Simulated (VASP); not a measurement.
# MnBe3Te4 (P-43m) in VASP: further runs, part 2 of 2

VASP 6.6.1.

## Step 3: Single point, PBE, collinear spin, ferromagnetic start

This run uses another cell than the first one, of 24.81 Å³/atom.

File INCAR:

```
SYSTEM = MnBe3Te4
  PREC = Accurate
  ENCUT = 520
  EDIFF = 1E-7
  ISMEAR = 0
  SIGMA = 0.1
  LREAL = .False.
  LASPH = .True.
  NELM = 150
  ALGO = Normal
  ISIF = 2
  LWAVE = .False.
  LCHARG = .False.
  ISPIN = 2
  MAGMOM = 0 0 0 4 0 0 0 0
  LORBIT = 11
  LMAXMIX = 4
  GGA = PE
  NBANDS = 36
```

File KPOINTS:

```
Automatic mesh
0
Gamma
  4 4 4
  0 0 0
```

File POSCAR:

```
MnBe3Te4
1.0
    5.8331623821      0.0000000000      0.0000000000
    0.0000000000      5.8331623821      0.0000000000
    0.0000000000      0.0000000000      5.8331623821
Be Mn Te
3 1 4
Direct
    0.0000000000      0.5000000000      0.5000000000
    0.5000000000      0.5000000000      0.0000000000
    0.5000000000      0.0000000000      0.5000000000
    0.0000000000      0.0000000000      0.0000000000
    0.7373618825      0.7373618825      0.2626381175
    0.7373618825      0.2626381175      0.7373618825
    0.2626381175      0.7373618825      0.7373618825
    0.2626381175      0.2626381175      0.2626381175
```

Potentials or basis: VASP PAW PBE potentials, release 64 (Be, Mn_pv, Te).

Command:

```
$ cat potpaw_PBE.64/Be/POTCAR potpaw_PBE.64/Mn_pv/POTCAR potpaw_PBE.64/Te/POTCAR > POTCAR
$ mpirun -np 1 vasp_std > vasp.out
```

OUTCAR:

```text
SYSTEM = MnBe3Te4
   PREC = Accurate
   ENCUT = 520
   EDIFF = 1E-7
   ISMEAR = 0
   LREAL = .False.
   LASPH = .True.
   NELM = 150
   ISIF = 2
   ISPIN = 2
   LORBIT = 11
   GGA = PE

 ion  position               nearest neighbor table
   1  0.000  0.500  0.500-   5 2.49   6 2.49   7 2.49   8 2.49
   2  0.500  0.500  0.000-   5 2.49   6 2.49   7 2.49   8 2.49
   3  0.500  0.000  0.500-   5 2.49   6 2.49   7 2.49   8 2.49
   4  0.000  0.000  0.000-   5 2.65   6 2.65   7 2.65   8 2.65
   5  0.737  0.737  0.263-   1 2.49   3 2.49   2 2.49   4 2.65
   6  0.737  0.263  0.737-   1 2.49   3 2.49   2 2.49   4 2.65
   7  0.263  0.737  0.737-   1 2.49   3 2.49   2 2.49   4 2.65
   8  0.263  0.263  0.263-   1 2.49   3 2.49   2 2.49   4 2.65

  LATTYP: Found a simple cubic cell.
 ALAT       =     5.8331623821

  Lattice vectors:

 A1 = (   5.8331623821,   0.0000000000,   0.0000000000)
 A2 = (   0.0000000000,   5.8331623821,   0.0000000000)
 A3 = (   0.0000000000,   0.0000000000,   5.8331623821)

Analysis of symmetry for initial positions (statically):
=====================================================================
 Subroutine PRICEL returns:
 Original cell was already a primitive cell.

 Routine SETGRP: Setting up the symmetry group for a
 simple cubic supercell.

 Subroutine GETGRP returns: Found 24 space group operations
 (whereof 24 operations were pure point group operations)
 out of a pool of 48 trial point group operations.

The static configuration has the point symmetry T_d .

Analysis of symmetry for dynamics (positions and initial velocities):
=====================================================================
 Subroutine PRICEL returns:
 Original cell was already a primitive cell.

 Routine SETGRP: Setting up the symmetry group for a
 simple cubic supercell.

 Subroutine GETGRP returns: Found 24 space group operations
 (whereof 24 operations were pure point group operations)
 out of a pool of 48 trial point group operations.

The dynamic configuration has the point symmetry T_d .

Analysis of structural, dynamic, and magnetic symmetry:
=====================================================================
 Subroutine PRICEL returns:
 Original cell was already a primitive cell.

 Routine SETGRP: Setting up the symmetry group for a
 simple cubic supercell.

 Subroutine GETGRP returns: Found 24 space group operations
 (whereof 24 operations were pure point group operations)
 out of a pool of 48 trial point group operations.

The overall configuration has the point symmetry T_d .

 Subroutine INISYM returns: Found 24 space group operations
 (whereof 24 operations are pure point group operations),
 and found     1 'primitive' translations

----------------------------------------------------------------------------------------

                                     Primitive cell

  volume of cell :     198.4779

  direct lattice vectors                    reciprocal lattice vectors
     5.833162382  0.000000000  0.000000000     0.171433595  0.000000000  0.000000000
     0.000000000  5.833162382  0.000000000     0.000000000  0.171433595  0.000000000
     0.000000000  0.000000000  5.833162382     0.000000000  0.000000000  0.171433595

  length of vectors
     5.833162382  5.833162382  5.833162382     0.171433595  0.171433595  0.171433595

  position of ions in fractional coordinates (direct lattice)
     0.000000000  0.500000000  0.500000000
     0.500000000  0.500000000  0.000000000
     0.500000000  0.000000000  0.500000000
     0.000000000  0.000000000  0.000000000
     0.737361882  0.737361882  0.262638118
     0.737361882  0.262638118  0.737361882
     0.262638118  0.737361882  0.737361882
     0.262638118  0.262638118  0.262638118

[... 88 lines left out ...]
  volume/ion in A,a.u.               =      24.81       167.42
  Fermi-wavevector in a.u.,A,eV,Ry     =   0.983242  1.858057 13.153624  0.966764
  Thomas-Fermi vector in A             =   2.114385
   LORBIT       =     11    0 simple, 1 ext, 2 COOP (PROOUT), +10 PAW based schemes
   GGA     = PE    functional components
   LHFCALC =     F    Hartree Fock is set to
   AEXX    =    0.0000 exact exchange contribution
   IVDW    =     0    specifies the selected vdW correction
   LEPSILON=     F    determine dielectric tensor
   LRPA    =     F    only Hartree local field effects (RPA)
 spin polarized calculation
 Gauss-broadening in eV      SIGMA  =   0.10
  energy-cutoff  :      520.00
  volume of cell :      198.48
 maximum number of plane-waves:      5400
 NGX is ok and might be reduce to    48
   NGX = 21   NGY = 21   NGZ = 21

 number of electron      42.9999992 magnetization       4.9999961

 Free energy of the ion-electron system (eV)
  ---------------------------------------------------
  ext. energy  EPLUGINS =         0.00000000
  ---------------------------------------------------
  free energy    TOTEN  =       -34.85767889 eV

  energy without entropy =      -34.85767888  energy(sigma->0) =      -34.85767888

 E-fermi :   5.3260     XC(G=0):  -8.9140

 val. band max:        4.9710572623   @ k =   0.0000   0.0000   0.0000
 cond. band min:       5.6753576489   @ k =   0.0000   0.0000   0.0000
 fundamental gap:      0.7043003865
 Fermi energy:         5.3259686926

 spin component 1

 k-point     1 :       0.0000    0.0000    0.0000
  band No.  band energies     occupation
      1     -45.3486      1.00000
      2     -45.3486      1.00000
      3     -45.3486      1.00000
      4      -7.3710      1.00000
      5      -5.8418      1.00000
      6      -5.8418      1.00000
[... 349 lines left out ...]
     32       9.6447      0.00000
     33       9.6447      0.00000
 Fermi energy:         5.3259686926

 spin component 2

 k-point     1 :       0.0000    0.0000    0.0000
  band No.  band energies     occupation
      1     -40.9858      1.00000
      2     -40.9858      1.00000
      3     -40.9858      1.00000
      4      -7.2909      1.00000
      5      -5.7835      1.00000
      6      -5.7835      1.00000
[... 349 lines left out ...]
     32      10.1161      0.00000
     33      10.1161      0.00000
 [bands above 33 left out]

------------------------ aborting loop because EDIFF is reached ----------------------------------------

  FORCE on cell =-STRESS in cart. coord.  units (eV):
  Direction    XX          YY          ZZ          XY          YZ          ZX
  --------------------------------------------------------------------------------------
  -------------------------------------------------------------------------------------
  Total        0.2337897      0.2337897      0.2337897      0.0000000     -0.0000000     -0.0000000
  in kB        1.8872255      1.8872255      1.8872255      0.0000000     -0.0000000     -0.0000000
  external PRESSURE =       1.8872255 kB  Pullay stress =       0.0000000 kB

 VOLUME and BASIS-vectors are now :
 -----------------------------------------------------------------------------
  energy-cutoff  :      520.00
  volume of cell :      198.48
      direct lattice vectors                 reciprocal lattice vectors
     5.833162382  0.000000000  0.000000000     0.171433595  0.000000000  0.000000000
     0.000000000  5.833162382  0.000000000     0.000000000  0.171433595  0.000000000
     0.000000000  0.000000000  5.833162382     0.000000000  0.000000000  0.171433595

 POSITION                                       TOTAL-FORCE (eV/Angst)
 -----------------------------------------------------------------------------------
      0.00000      2.91658      2.91658         0.000000     -0.000000     -0.000000
      2.91658      2.91658      0.00000         0.000000     -0.000000     -0.000000
      2.91658      0.00000      2.91658         0.000000     -0.000000     -0.000000
      0.00000      0.00000      0.00000         0.000000     -0.000000     -0.000000
      4.30115      4.30115      1.53201        -0.011920     -0.011920      0.011920
      4.30115      1.53201      4.30115        -0.011920      0.011920     -0.011920
      1.53201      4.30115      4.30115         0.011920     -0.011920     -0.011920
      1.53201      1.53201      1.53201         0.011920      0.011920      0.011920
 -----------------------------------------------------------------------------------
    total drift:                               -0.000000     -0.000000     -0.000000

  FREE ENERGIE OF THE ION-ELECTRON SYSTEM (eV)
  ---------------------------------------------------
  free  energy   TOTEN  =       -34.8576788871 eV

  energy  without entropy=      -34.8576788783  energy(sigma->0) =      -34.85767888

 total charge

# of ion       s       p       d       tot
------------------------------------------
    1        0.362   0.516   0.000   0.878
    2        0.362   0.516   0.000   0.878
    3        0.362   0.516   0.000   0.878
    4        0.290   6.226   4.935  11.450
    5        1.334   2.118   0.031   3.484
    6        1.334   2.118   0.031   3.484
    7        1.334   2.118   0.031   3.484
    8        1.334   2.118   0.031   3.484
--------------------------------------------------
tot          6.713  16.247   5.059  28.018

 magnetization (x)

# of ion       s       p       d       tot
------------------------------------------
    1        0.008   0.017   0.000   0.025
    2        0.008   0.017   0.000   0.025
    3        0.008   0.017   0.000   0.025
    4        0.040   0.068   4.038   4.146
    5        0.002   0.020   0.006   0.028
    6        0.002   0.020   0.006   0.028
    7        0.002   0.020   0.006   0.028
    8        0.002   0.020   0.006   0.028
--------------------------------------------------
tot          0.072   0.197   4.064   4.333
```

It took 90 s on 1 thread of Intel Xeon 6975P-C (Granite Rapids), shared host; peak memory 0.46 GiB.

Results:

```
Free energy                                           : -34.8577 eV
Pressure                                              : 0.2 GPa
Largest force                                         : 0.021 eV/Å
Band gap on the k mesh                                : 0.70 eV
Net moment                                            : 5.00 μB per cell
Site moments                                          : Be +0.03; Mn +4.15; Te +0.03 μB
Valence electrons inside the program's atomic spheres : Be 0.88; Mn 11.45; Te 3.48
```

Forces in eV/Å, atoms in the order of the input:
```
Be   0.000  0.000  0.000
Be   0.000  0.000  0.000
Be   0.000  0.000  0.000
Mn   0.000  0.000  0.000
Te  -0.012 -0.012  0.012
Te  -0.012  0.012 -0.012
Te   0.012 -0.012 -0.012
Te   0.012  0.012  0.012
```

Levels at points of the mesh, in eV from the valence-band top:
Spin up:
```tsv
k point	band 22	band 23	band 24	band 25	band 26	band 27
(0.00, 0.00, 0.00)	0.00	0.00	0.00	1.86	1.86	1.86
(0.50, 0.00, 0.00)	-1.70	-1.06	-1.06	2.15	2.61	3.52
(0.50, 0.50, 0.00)	-1.24	-0.69	-0.69	2.95	2.95	3.61
(0.50, 0.50, 0.50)	-0.39	-0.39	-0.39	2.29	2.29	2.29
```
Spin down:
```
           k point  band 17  band 18  band 19  band 20  band 21  band 22
(0.00, 0.00, 0.00)    -1.09    -1.09    -1.09     0.70     0.70     1.19
(0.50, 0.00, 0.00)    -2.37    -1.58    -1.58     0.94     1.24     1.24
(0.50, 0.50, 0.00)    -1.72    -1.57    -1.57     1.01     1.04     1.28
(0.50, 0.50, 0.50)    -1.57    -1.57    -1.57     1.00     1.00     1.55
```

Caveat: spin-orbit coupling is left out, which moves the levels of the heavy elements; a cell with one magnetic atom can't hold antiferromagnetic order, which such compounds often take.

## Step 4: Single point, PBE, collinear spin, ferromagnetic start

This run uses another cell than the first one, of 24.86 Å³/atom.

File INCAR:

```
SYSTEM = MnBe3Te4
  ALGO = Normal
  EDIFF = 1E-6
  ENCUT = 520
  GGA = PE
  ISIF = 2
  ISMEAR = 0
  ISPIN = 2
  LASPH = .TRUE.
  LCHARG = .TRUE.
  LELF = .TRUE.
  LMAXMIX = 4
  LORBIT = 11
  LREAL = .FALSE.
  LVHAR = .TRUE.
  LWAVE = .FALSE.
  MAGMOM = 0 0 0 4.53 0 0 0 0
  NBANDS = 36
  NELM = 150
  PREC = Accurate
  SIGMA = 0.02
```

File KPOINTS:

```
k-points
0
G
  6 6 6
  0 0 0
```

File POSCAR:

```
MnBe3Te4
1.0
    5.8372758198      0.0000000000      0.0000000000
    0.0000000000      5.8372758198      0.0000000000
    0.0000000000      0.0000000000      5.8372758198
Be Mn Te
3 1 4
Direct
    0.0000000000      0.5000000000      0.5000000000
    0.5000000000      0.5000000000      0.0000000000
    0.5000000000      0.0000000000      0.5000000000
    0.0000000000      0.0000000000      0.0000000000
    0.7372027812      0.7372027812      0.2627972188
    0.7372027812      0.2627972188      0.7372027812
    0.2627972188      0.7372027812      0.7372027812
    0.2627972188      0.2627972188      0.2627972188
```

Command:

```
$ cat potpaw_PBE.64/Be/POTCAR potpaw_PBE.64/Mn_pv/POTCAR potpaw_PBE.64/Te/POTCAR > POTCAR
$ mpirun -np 1 vasp_std > vasp.out
```

Run time: 2.6 min. Hardware: 1 thread of Intel Xeon 6975P-C (Granite Rapids), shared host; peak memory 0.53 GiB.

Results (log left out):

- Free energy: -34.8601 eV
- Pressure: 0.1 GPa
- Band gap on the k mesh: 0.71 eV
- Net moment: 5.00 μB per cell
- Site moments: Be +0.03; Mn +4.15; Te +0.03 μB
- Valence electrons inside the program's atomic spheres: Be 0.88; Mn 11.45; Te 3.48

Levels at points of the mesh, in eV from the valence-band top:
Spin up:
```
           k point  band 20  band 21  band 22  band 23  band 24  band 25  band 26  band 27  band 28  band 29
(0.00, 0.00, 0.00)    -2.45    -2.45     0.00     0.00     0.00     1.86     1.86     1.86     2.08     2.65
(0.50, 0.00, 0.00)    -1.96    -1.96    -1.70    -1.06    -1.06     2.16     2.61     3.51     4.24     4.60
(0.50, 0.50, 0.00)    -2.11    -2.01    -1.23    -0.69    -0.69     2.95     2.95     3.61     3.86     4.73
(0.50, 0.50, 0.50)    -1.61    -1.61    -0.39    -0.39    -0.39     2.28     2.28     2.28     2.95     3.88
```
Spin down:
```csv
k point,band 17,band 18,band 19,band 20,band 21,band 22
"(0.00, 0.00, 0.00)",-1.08,-1.08,-1.08,0.71,0.71,1.19
"(0.50, 0.00, 0.00)",-2.37,-1.57,-1.57,0.95,1.24,1.25
"(0.50, 0.50, 0.00)",-1.71,-1.56,-1.56,1.02,1.05,1.29
"(0.50, 0.50, 0.50)",-1.56,-1.56,-1.56,1.00,1.00,1.55
```

Caveat: spin-orbit coupling is left out, which moves the levels of the heavy elements; a cell with one magnetic atom can't hold antiferromagnetic order, which such compounds often take. A k mesh can miss the band edges.

## Step 5: Summary

```tsv
cell	k mesh	smearing	gap on the mesh (eV)	pressure (GPa)	moment (μB)	largest force (eV/Å)
a = 5.672 Å, 8 atoms, atomic positions A	4 × 4 × 4	gaussian 0.1 eV	none	8.3	4.57	4.05
a = 5.833 Å, 8 atoms, atomic positions B	4 × 4 × 4	gaussian 0.1 eV	0.70	0.2	5.00	0.02
a = 5.837 Å, 8 atoms, atomic positions B	6 × 6 × 6	gaussian 0.02 eV	0.71	0.1	5.00	-
```

Alike in all rows: task single point; level PBE; potentials or basis VASP PAW PBE potentials, release 64 (Be, Mn_pv, Te); spin collinear, ferromagnetic start; cutoff (eV) 520.

Caveats: spin-orbit coupling is left out, which moves the levels of the heavy elements; a cell with one magnetic atom can't hold antiferromagnetic order, which such compounds often take; the cell stands under pressure (at least some runs); semilocal functionals often make such compounds metallic where correlation or magnetic order opens a gap, which also shifts bond lengths (at least some runs); forces of over 1 eV/Å act on the atoms, so gaps and moduli don't describe the material at rest (at least some runs).

Total energies depend on the potentials used, so only differences within one code and one set of settings carry meaning.
